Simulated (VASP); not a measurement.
Input of a VASP 6.6.1 run:

Contents of INCAR:

```
  PREC = Accurate
  ENCUT = 520
  EDIFF = 1E-7
  ISMEAR = 0
  SIGMA = 0.05
  LREAL = Auto
  LASPH = T
  NELM = 80
  ALGO = Normal
  ISIF = 2
  LWAVE = F
  LCHARG = T
  LDIPOL = T
  IDIPOL = 3
  DIPOL = 0.5 0.5 0.287
  GGA = PE
  LELF = T
  LVHAR = T
  LVACPOTAV = T
  NBANDS = 68
```

The input KPOINTS:

```
regular mesh
0
Gamma
  5 5 1
```

The input POSCAR:

```
HC12
1.0
    5.0509324483      0.0000000000      0.0000000000
    0.0000000000      5.0509324483      0.0000000000
    0.0000000000      0.0000000000     22.3754933530
C H
24 2
Direct
    0.0000000000      0.2500000000      0.1787670080
    0.0000000000      0.7500000000      0.1787670080
    0.5000000000      0.2500000000      0.1787670080
    0.5000000000      0.7500000000      0.1787670080
    0.0000000000      0.0000000000      0.2186716990
    0.0000000000      0.5000000000      0.2186716990
    0.5000000000      0.0000000000      0.2186716990
    0.5000000000      0.5000000000      0.2186716990
    0.2500000000      0.0000000000      0.2585763899
    0.2500000000      0.5000000000      0.2585763899
    0.7500000000      0.0000000000      0.2585763899
    0.7500000000      0.5000000000      0.2585763899
    0.2500000000      0.2500000000      0.2976014419
    0.2500000000      0.7500000000      0.2976014419
    0.7500000000      0.2500000000      0.2976014419
    0.7500000000      0.7500000000      0.2976014419
    0.0000000000      0.2500000000      0.3394883053
    0.0000000000      0.7500000000      0.3394883053
    0.5000000000      0.2500000000      0.3394883053
    0.5000000000      0.7500000000      0.3394883053
    0.0000000000      0.0000000000      0.3743154719
    0.0000000000      0.5000000000      0.3743154719
    0.5000000000      0.0000000000      0.3743154719
    0.5000000000      0.5000000000      0.3743154719
    0.9257562829      0.3750000000      0.3944267603
    1.0742437171      0.3750000000      0.3944267603
```

Potentials or basis: VASP PAW PBE potentials, release 64 (C, H).

Command:

```sh
$ cat potpaw_PBE.64/C/POTCAR potpaw_PBE.64/H/POTCAR > POTCAR
$ mpirun -np 1 vasp_std > vasp.out
```

Q: Predict the largest force.

A: 23.092 eV/Å.

Q: What does it give for the band gap on the k mesh?

A: Zero (band 49 reaches -2.80 eV, above the bottom of band 50 at -3.01 eV).

Forces on the atoms (eV/Å):
```
C     0.000   0.005   2.139
C     0.000  -0.020   2.111
C     0.000   0.064   2.225
C     0.000  -0.070   2.236
C     0.000   0.030  -2.506
C     0.000   0.013  -2.488
C     0.000  -0.058  -2.543
C     0.000  -0.012  -2.634
C     0.233  -0.002   0.121
C     0.113  -0.037   0.278
C    -0.233  -0.002   0.121
C    -0.113  -0.037   0.278
C    -0.306  -0.196  -0.269
C    -0.296  -0.189   0.145
C     0.306  -0.196  -0.269
C     0.296  -0.189   0.145
C     0.000  -2.889  -7.650
C     0.000   1.064   0.105
C     0.000   0.138   0.193
C     0.000  -0.030   0.104
C     0.000   0.192   0.789
C     0.000  17.121 -15.496
C     0.000   0.014   0.057
C     0.000  -0.232   0.018
H   -15.184  -7.242  11.396
H    15.184  -7.242  11.396
```
